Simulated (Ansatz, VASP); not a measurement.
**Two plane-wave programs on Sr**

```xyz
1
Lattice="-2.3821 2.3821 2.3821 2.3821 -2.3821 2.3821 2.3821 2.3821 -2.3821" Properties=species:S:1:pos:R:3 pbc="T T T"
Sr    0.0000    0.0000    0.0000
```

Alike in both runs: task single point; functional r2SCAN; k mesh 10 × 10 × 10; occupations fermi-dirac, width 0.1 eV; no spin polarisation.

|  | VASP | Ansatz |
| --- | --- | --- |
| version | VASP 6.6.1 | Ansatz 0.2.0 |
| potentials or method | VASP PAW PBE potentials, release 64 (Sr_sv), cutoff 520 eV | plane waves (500 eV) with PAW, scalar-relativistic |
| valence electrons in the cell | 10 | 10 |

```tsv
	VASP	Ansatz	Ansatz less VASP
pressure (GPa)	0.5	0.5	-0.02
```

VASP's potentials were made for PBE, not for r2SCAN.
